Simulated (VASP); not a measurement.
SnTe, 2 atoms in the cell. The structure is tetragonal, space group I4mm (No. 107). Conventional cell: a = 4.533 Å, b = 4.533 Å, c = 6.410 Å, α = 90.00°, β = 90.00°, γ = 90.00°. Within 4.1 Å of Sn (site symmetry 4mm) lie 6 Te at 3.09 to 3.33 Å. Te (site symmetry 4mm) has 6 Sn at 3.09 to 3.33 Å within 4.1 Å.  This cell differs from its parent crystal: atom 1 (Sn) moved 0.12 Å along z.

| Quantity | Value |
| --- | --- |
| Program | VASP 6.6.1 |
| Task | single point |
| Functional | PBE |
| Potentials or basis | VASP PAW PBE potentials, release 64 (Sn_d, Te) |
| Cutoff | 520 eV |
| k mesh | 10 × 10 × 10 |
| Occupations | gaussian, width 0.05 eV |
| Spin | no spin polarisation |
| Dipole correction | no |
| Further INCAR settings | ALGO = Normal; EDIFF = 1e-07; NBANDS = 17 |

Potentials or basis: VASP PAW PBE potentials, release 64 (Sn_d, Te).

The run is started by

```sh
$ cat potpaw_PBE.64/Sn_d/POTCAR potpaw_PBE.64/Te/POTCAR > POTCAR
$ mpirun -np 1 vasp_std > vasp.out
```

Hardware: 1 thread of AMD EPYC 7R13 Processor (Zen 3) (shared host).

Question: Estimate the wall time of this run.

Answer: It took 120 s on 1 thread of AMD EPYC 7R13 Processor (Zen 3) (shared host), peak memory 0.25 GiB. Counts: scf iterations 14, k points 102.
